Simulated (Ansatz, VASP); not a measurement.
**Two plane-wave programs on MgO**

```
Mg O
1.0
     3.52092    0.00000    0.00000
    -1.76046    3.04921    0.00000
     0.00000    0.00000    4.23737
Mg O
2 2
Direct
  0.66667 0.33333 0.75000
  0.33333 0.66667 0.25000
  0.66667 0.33333 0.25000
  0.33333 0.66667 0.75000
```

Alike in both runs: task single point; functional r2SCAN; k mesh 9 × 9 × 6; occupations gaussian, width 0.02 eV; no spin polarisation.

```csv
,VASP,Ansatz
version,VASP 6.6.1,Ansatz 0.2.0
potentials or method,"VASP PAW PBE potentials, release 64 (Mg, O), cutoff 520 eV","scalar-relativistic, plane waves, PAW"
valence electrons in the cell,16,32
```

Ansatz gave:

| Quantity | Value |
| --- | --- |
| gap on the k mesh at the Fermi level (eV) | 3.91 |
| least direct gap on the mesh (eV) | 3.91 |
| pressure (GPa) | -4.3 |
| traceless stress, the component that is largest in VASP (GPa) | -0.38 |

Q: What did VASP give for the same quantities?

A: gap on the k mesh at the Fermi level (eV): 3.90; least direct gap on the mesh (eV): 3.90; pressure (GPa): -5.1; traceless stress, the component that is largest in VASP (GPa): -0.55.

VASP's potentials were made for PBE, not for r2SCAN. VASP's potentials hold 16 valence electrons a cell and Ansatz's 32, so a difference there can come from the potentials and not from the codes.
